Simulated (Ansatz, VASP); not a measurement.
# Two plane-wave programs on GaMo

```
Ga Mo
1.0
    -1.81247    1.81247    2.56348
     1.81247   -1.81247    2.56348
     1.81247    1.81247   -2.56348
Ga Mo
1 1
Cartesian
  0.0000 0.0000 2.5635
  0.0000 0.0000 0.0000
```

Alike in both runs: functional PBE; k mesh 7 × 7 × 7; occupations gaussian, width 0.2 eV; no spin polarisation.

Ansatz relaxed the structure, and its values are those at the end. VASP's run is a single point on that final structure, the one shown.

|  | VASP | Ansatz |
| --- | --- | --- |
| version | VASP 6.6.1 | Ansatz 0.2.0 |
| potentials or method | VASP PAW PBE potentials, release 64 (Ga_d, Mo_sv), cutoff 520 eV | scalar-relativistic, plane waves, PAW |
| valence electrons in the cell | 27 | 27 |

VASP gave:

- gap on the k mesh at the Fermi level (eV): none
- pressure (GPa): 0.4

Task: What did Ansatz give for the same quantities?

Result: gap on the k mesh at the Fermi level (eV): none; pressure (GPa): -0.1.

A gap of «none» marks a metal or a gap that the smearing closes.
